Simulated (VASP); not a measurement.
# HC6 in VASP: single point with PBE

Aim: the single point of HC6 with PBE.

Program: VASP 6.6.1. These are calculated values, not measurements. Logs are shortened: lines on timing, memory, paths and dates and some standing lists are left out, and cuts for length are marked.

### 1 The cell of the first run

The cell holds a wire or tube with vacuum around it, 28 atoms: a = 24.500 Å, b = 9.300 Å, c = 4.291 Å, α = 90.00°, β = 90.00°, γ = 90.00°.

### 2 Single point, PBE

The input, INCAR:

```
  ALGO = Normal
  EDIFF = 1E-6
  ENCUT = 520
  GGA = PE
  ISIF = 2
  ISMEAR = 0
  LASPH = T
  LCHARG = T
  LELF = T
  LREAL = Auto
  LVHAR = T
  LWAVE = F
  NBANDS = 70
  NELM = 100
  PREC = Accurate
  SIGMA = 0.05
```

The input, KPOINTS:

```
k-points
0
Gamma
  1 1 8
```

The input, POSCAR:

```
HC6
1.0
   24.5000000000      0.0000000000      0.0000000000
    0.0000000000      9.3000000000      0.0000000000
    0.0000000000      0.0000000000      4.2914482371
C H
24 4
Direct
    0.7754402328      0.5000000000      0.3400816841
    0.6761457912      0.5000000000      0.3333221718
    0.7263457542      0.5000000000      0.8319459661
    0.5754128672      0.5000000000      0.3327452709
    0.6255868688      0.5000000000      0.8339129482
    0.4747799923      0.5000000000      0.3335816892
    0.5252200077      0.5000000000      0.8335816892
    0.3744131312      0.5000000000      0.3339129482
    0.4245871328      0.5000000000      0.8327452709
    0.2736542458      0.5000000000      0.3319459661
    0.3238542088      0.5000000000      0.8333221718
    0.2245597672      0.5000000000      0.8400816841
    0.7263457542      0.5000000000      0.1680540339
    0.7754402328      0.5000000000      0.6599183159
    0.6255868688      0.5000000000      0.1660870518
    0.6761457912      0.5000000000      0.6666778282
    0.5252200077      0.5000000000      0.1664183108
    0.5754128672      0.5000000000      0.6672547291
    0.4245871328      0.5000000000      0.1672547291
    0.4747799923      0.5000000000      0.6664183108
    0.3238542088      0.5000000000      0.1666778282
    0.3744131312      0.5000000000      0.6660870518
    0.2245597672      0.5000000000      0.1599183159
    0.2736542458      0.5000000000      0.6680540339
    0.8145588197      0.5000000000      0.2204417146
    0.1854411803      0.5000000000      0.7204417146
    0.8145588197      0.5000000000      0.7795582854
    0.1854411803      0.5000000000      0.2795582854
```

Potentials or basis: VASP PAW PBE potentials, release 64 (C, H).

Run with:

```console
cat potpaw_PBE.64/C/POTCAR potpaw_PBE.64/H/POTCAR > POTCAR
mpirun -np 1 vasp_std > vasp.out
```

OUTCAR:

```text
EDIFF = 1E-6
   ENCUT = 520
   GGA = PE
   ISIF = 2
   ISMEAR = 0
   LASPH = T
   LREAL = Auto
   NELM = 100
   PREC = Accurate

 ion  position               nearest neighbor table
   1  0.775  0.500  0.340-  25 1.09  14 1.37  13 1.41
   2  0.676  0.500  0.333-  13 1.42  16 1.43  15 1.43
   3  0.726  0.500  0.832-  14 1.41  16 1.42  13 1.44
   4  0.575  0.500  0.333-  17 1.42  15 1.42  18 1.44
   5  0.626  0.500  0.834-  18 1.42  15 1.43  16 1.43
   6  0.475  0.500  0.334-  19 1.42  20 1.43  17 1.43
[... 16 lines left out ...]
  23  0.225  0.500  0.160-  28 1.09  12 1.37  10 1.41
  24  0.274  0.500  0.668-  12 1.41  11 1.42  10 1.44
  25  0.815  0.500  0.220-   1 1.09
  26  0.185  0.500  0.720-  12 1.09
  27  0.815  0.500  0.780-  14 1.09
  28  0.185  0.500  0.280-  23 1.09

  LATTYP: Found a simple orthorhombic cell.
 ALAT       =     4.2914482371
 B/A-ratio  =     2.1671005885
 C/A-ratio  =     5.7090284320

  Lattice vectors:

 A1 = (   0.0000000000,   0.0000000000,  -4.2914482371)
 A2 = (   0.0000000000,   9.3000000000,   0.0000000000)
 A3 = (  24.5000000000,   0.0000000000,   0.0000000000)

Analysis of symmetry for initial positions (statically):
=====================================================================
 Subroutine PRICEL returns:
 Original cell was already a primitive cell.

 Routine SETGRP: Setting up the symmetry group for a
 simple orthorhombic supercell.

 Subroutine GETGRP returns: Found  8 space group operations
 (whereof  4 operations were pure point group operations)
 out of a pool of  8 trial point group operations.

The static configuration has the point symmetry C_2v.
 The point group associated with its full space group is D_2h.

Analysis of symmetry for dynamics (positions and initial velocities):
=====================================================================
 Subroutine PRICEL returns:
 Original cell was already a primitive cell.

 Routine SETGRP: Setting up the symmetry group for a
 simple orthorhombic supercell.

 Subroutine GETGRP returns: Found  8 space group operations
 (whereof  4 operations were pure point group operations)
 out of a pool of  8 trial point group operations.

The dynamic configuration has the point symmetry C_2v.
 The point group associated with its full space group is D_2h.

 Subroutine INISYM returns: Found  8 space group operations
 (whereof  4 operations are pure point group operations),
 and found     1 'primitive' translations

----------------------------------------------------------------------------------------

                                     Primitive cell

  volume of cell :     977.8065

  direct lattice vectors                    reciprocal lattice vectors
    24.500000000  0.000000000  0.000000000     0.040816327  0.000000000  0.000000000
     0.000000000  9.300000000  0.000000000     0.000000000  0.107526882  0.000000000
     0.000000000  0.000000000  4.291448237     0.000000000  0.000000000  0.233021569

  length of vectors
    24.500000000  9.300000000  4.291448237     0.040816327  0.107526882  0.233021569

  position of ions in fractional coordinates (direct lattice)
     0.775440233  0.500000000  0.340081684
     0.676145791  0.500000000  0.333322172
     0.726345754  0.500000000  0.831945966
     0.575412867  0.500000000  0.332745271
     0.625586869  0.500000000  0.833912948
     0.474779992  0.500000000  0.333581689
[... 20 lines left out ...]
     0.814558820  0.500000000  0.779558285
     0.185441180  0.500000000  0.279558285

  ion indices of the primitive-cell ions
   primitive index   ion index
                 1           1
                 2           2
                 3           3
                 4           4
                 5           5
                 6           6
[... 20 lines left out ...]
                27          27
                28          28

----------------------------------------------------------------------------------------

 KPOINTS: k-points

Automatic generation of k-mesh.
 Grid dimensions read from file:
 generate k-points for:    1    1    8

 Generating k-lattice:

  Cartesian coordinates                     Fractional coordinates (reciprocal lattice)
     0.040816327  0.000000000  0.000000000     1.000000000  0.000000000  0.000000000
     0.000000000  0.107526882  0.000000000     0.000000000  1.000000000  0.000000000
     0.000000000  0.000000000  0.029127696     0.000000000  0.000000000  0.125000000

  Length of vectors
     0.040816327  0.107526882  0.029127696

  Shift w.r.t. Gamma in fractional coordinates (k-lattice)
     0.000000000  0.000000000  0.000000000

 Subroutine IBZKPT returns following result:
 ===========================================

 Found      5 irreducible k-points:

 Following reciprocal coordinates:
            Coordinates               Weight
  0.000000  0.000000  0.000000      1.000000
  0.000000  0.000000  0.125000      2.000000
  0.000000  0.000000  0.250000      2.000000
  0.000000  0.000000  0.375000      2.000000
  0.000000  0.000000  0.500000      1.000000
   k-points           NKPTS =      5   k-points in BZ     NKDIM =      5   number of bands    NBANDS=     70
   number of dos      NEDOS =    301   number of ions     NIONS =     28
   total plane-waves  NPLWV = 430080
   dimension x,y,z NGX =   192 NGY =   70 NGZ =   32
   dimension x,y,z NGXF=   384 NGYF=  140 NGZF=   64
   ions per type =              24   4
   NGX,Y,Z   is equivalent  to a cutoff of  13.03, 12.51, 12.40 a.u.
   NGXF,Y,Z  is equivalent  to a cutoff of  26.06, 25.03, 24.79 a.u.
 SYSTEM =  unknown system
   PREC   = accura    normal or accurate (medium, high low for compatibility)
   ISTART =      0    job   : 0-new  1-cont  2-samecut
   ICHARG =      2    charge: 1-file 2-atom 10-const
   ISPIN  =      1    spin polarized calculation?
   LNONCOLLINEAR =      F non collinear calculations
   LSORBIT =      F    spin-orbit coupling
   LASPH  =      T    aspherical Exc in radial PAW
   ENCUT  =  520.0 eV  38.22 Ry    6.18 a.u.  45.55 17.29  7.98*2*pi/ulx,y,z
   NELM   =    100;   NELMIN=  2; NELMDL= -5     # of ELM steps
   EDIFF  = 0.1E-05   stopping-criterion for ELM
   LREAL  =      T    real-space projection
   EDIFFG = 0.1E-04   stopping-criterion for IOM
   NSW    =      0    number of steps for IOM
   IBRION =     -1    ionic relax: 0-MD 1-quasi-New 2-CG
   NFREE  =      0    steps in history (QN), initial steepest desc. (CG)
   ISIF   =      2    stress and relaxation
   ISYM   =      2    0-nonsym 1-usesym 2-fastsym
   POTIM  = 0.5000    time-step for ionic-motion
   TEBEG  =    0.0;   TEEND  =   0.0 temperature during run
   PSTRESS=    0.0 pullay stress
   NELECT =     100.0000    total number of electrons
   NUPDOWN=      -1.0000    fix difference up-down
   EMIN   =  10.00;   EMAX   =-10.00  energy-range for DOS
   EFERMI =   0.00;   METHOD = LEGACY
   ISMEAR =     0;   SIGMA  =   0.05  broadening in eV -4-tet -1-fermi 0-gaus
   EFERMI_NEDOS =   21; number of points for ismear=-14 and -15
   IALGO  =     38    algorithm
   IMIX   =      4    mixing-type and parameters
     AMIX     =   0.40;   BMIX     =  1.00
     AMIX_MAG =   1.60;   BMIX_MAG =  1.00
  volume/ion in A,a.u.               =      34.92       235.66
  Fermi-wavevector in a.u.,A,eV,Ry     =   0.765580  1.446736  7.974546  0.586113
  Thomas-Fermi vector in A             =   1.865732
   LORBIT       =      0    0 simple, 1 ext, 2 COOP (PROOUT), +10 PAW based schemes
   GGA     = PE    functional components
   LHFCALC =     F    Hartree Fock is set to
   AEXX    =    0.0000 exact exchange contribution
   IVDW    =     0    specifies the selected vdW correction
   LEPSILON=     F    determine dielectric tensor
   LRPA    =     F    only Hartree local field effects (RPA)
 non-spin polarized calculation
 Gauss-broadening in eV      SIGMA  =   0.05
  energy-cutoff  :      520.00
  volume of cell :      977.81
 maximum number of plane-waves:     26392
 NGX is ok and might be reduce to   192
   NGX = 91   NGY = 35   NGZ = 15

 number of electron     100.0000000 magnetization

 number of electron      99.9999995 magnetization

 Free energy of the ion-electron system (eV)
  ---------------------------------------------------
  ext. energy  EPLUGINS =         0.00000000
  ---------------------------------------------------
  free energy    TOTEN  =      -234.71471116 eV

  energy without entropy =     -234.71471116  energy(sigma->0) =     -234.71471116

 E-fermi :  -2.0907     XC(G=0):  -3.2160

 val. band max:       -2.3327922638   @ k =   0.0000   0.0000   0.0000
 cond. band min:      -1.7126319177   @ k =   0.0000   0.0000   0.0000
 fundamental gap:      0.6201603461
 Fermi energy:        -2.0906768813

 k-point     1 :       0.0000    0.0000    0.0000
  band No.  band energies     occupation
      1     -21.3632      2.00000
      2     -21.0300      2.00000
      3     -20.5023      2.00000
      4     -19.7801      2.00000
      5     -18.8419      2.00000
      6     -17.7655      2.00000
[... 54 lines left out ...]
     61       1.6781      0.00000
     62       2.0429      0.00000

 k-point     2 :       0.0000    0.0000    0.1250
  band No.  band energies     occupation
      1     -21.2719      2.00000
      2     -20.9392      2.00000
      3     -20.4125      2.00000
      4     -19.6920      2.00000
      5     -18.7569      2.00000
      6     -17.6886      2.00000
[... 54 lines left out ...]
     61       1.7634      0.00000
     62       2.1673      0.00000

 k-point     3 :       0.0000    0.0000    0.2500
  band No.  band energies     occupation
      1     -20.9986      2.00000
      2     -20.6676      2.00000
      3     -20.1443      2.00000
      4     -19.4300      2.00000
      5     -18.5101      2.00000
      6     -18.1487      2.00000
[... 54 lines left out ...]
     61       2.1317      0.00000
     62       2.3721      0.00000

 k-point     4 :       0.0000    0.0000    0.3750
  band No.  band energies     occupation
      1     -20.5453      2.00000
      2     -20.2181      2.00000
      3     -19.7034      2.00000
      4     -19.1340      2.00000
      5     -18.9792      2.00000
      6     -18.7946      2.00000
[... 54 lines left out ...]
     61       2.9150      0.00000
     62       3.0464      0.00000

 k-point     5 :       0.0000    0.0000    0.5000
  band No.  band energies     occupation
      1     -19.9163      2.00000
      2     -19.9163      2.00000
      3     -19.5993      2.00000
      4     -19.5993      2.00000
      5     -19.0792      2.00000
      6     -19.0792      2.00000
[... 54 lines left out ...]
     61       3.2154      0.00000
     62       3.2154      0.00000
 [bands above 62 left out]

------------------------ aborting loop because EDIFF is reached ----------------------------------------

  FORCE on cell =-STRESS in cart. coord.  units (eV):
  Direction    XX          YY          ZZ          XY          YZ          ZX
  --------------------------------------------------------------------------------------
  -------------------------------------------------------------------------------------
  Total        0.7622163     -0.1528413      0.9185241      0.0000000      0.0000000      0.0000000
  in kB        1.2489237     -0.2504369      1.5050406      0.0000000      0.0000000      0.0000000
  external PRESSURE =       0.8345091 kB  Pullay stress =       0.0000000 kB

 VOLUME and BASIS-vectors are now :
 -----------------------------------------------------------------------------
  energy-cutoff  :      520.00
  volume of cell :      977.81
      direct lattice vectors                 reciprocal lattice vectors
    24.500000000  0.000000000  0.000000000     0.040816327  0.000000000  0.000000000
     0.000000000  9.300000000  0.000000000     0.000000000  0.107526882  0.000000000
     0.000000000  0.000000000  4.291448237     0.000000000  0.000000000  0.233021569

 POSITION                                       TOTAL-FORCE (eV/Angst)
 -----------------------------------------------------------------------------------
     18.99829      4.65000      1.45944         0.026981      0.000000     -0.007539
     16.56557      4.65000      1.43043         0.010020      0.000000     -0.018741
     17.79547      4.65000      3.57025        -0.006358      0.000000     -0.007225
     14.09762      4.65000      1.42796        -0.002931      0.000000     -0.014966
     15.32688      4.65000      3.57869        -0.015516      0.000000     -0.016647
     11.63211      4.65000      1.43155        -0.012192      0.000000     -0.016376
[... 20 lines left out ...]
     19.95669      4.65000      3.34543         0.015229      0.000000      0.013569
      4.54331      4.65000      1.19971        -0.015229      0.000000      0.013569
 -----------------------------------------------------------------------------------
    total drift:                                0.000000     -0.000000     -0.000000

  FREE ENERGIE OF THE ION-ELECTRON SYSTEM (eV)
  ---------------------------------------------------
  free  energy   TOTEN  =      -234.7147111628 eV

  energy  without entropy=     -234.7147111628  energy(sigma->0) =     -234.71471116
```

Wall time 22 min (1 thread of Intel Xeon 8259CL, shared host); peak memory 0.91 GiB.

Results:

```
Free energy            : -234.7147 eV
Largest force          : 0.028 eV/Å
Band gap on the k mesh : 0.62 eV
```

Forces on the atoms (eV/Å):
```
C    0.027  0.000 -0.008
C    0.010  0.000 -0.019
C   -0.006  0.000 -0.007
C   -0.003  0.000 -0.015
C   -0.016  0.000 -0.017
C   -0.012  0.000 -0.016
C    0.012  0.000 -0.016
C    0.016  0.000 -0.017
C    0.003  0.000 -0.015
C    0.006  0.000 -0.007
C   -0.010  0.000 -0.019
C   -0.027  0.000 -0.008
C   -0.006  0.000  0.007
C    0.027  0.000  0.008
C   -0.016  0.000  0.017
C    0.010  0.000  0.019
C    0.012  0.000  0.016
C   -0.003  0.000  0.015
C    0.003  0.000  0.015
C   -0.012  0.000  0.016
C   -0.010  0.000  0.019
C    0.016  0.000  0.017
C   -0.027  0.000  0.008
C    0.006  0.000  0.007
H    0.015  0.000 -0.014
H   -0.015  0.000 -0.014
H    0.015  0.000  0.014
H   -0.015  0.000  0.014
```

Levels at points of the mesh, in eV from the valence-band top:
```csv
k point,band 46,band 47,band 48,band 49,band 50,band 51,band 52,band 53,band 54,band 55
"(0.00, 0.00, 0.00)",-1.80,-1.53,-0.88,-0.53,0.00,0.62,1.18,1.40,1.82,1.98
"(0.00, 0.00, 0.50)",-3.72,-2.86,-2.86,-2.17,-2.17,2.22,2.22,3.14,3.14,4.43
```
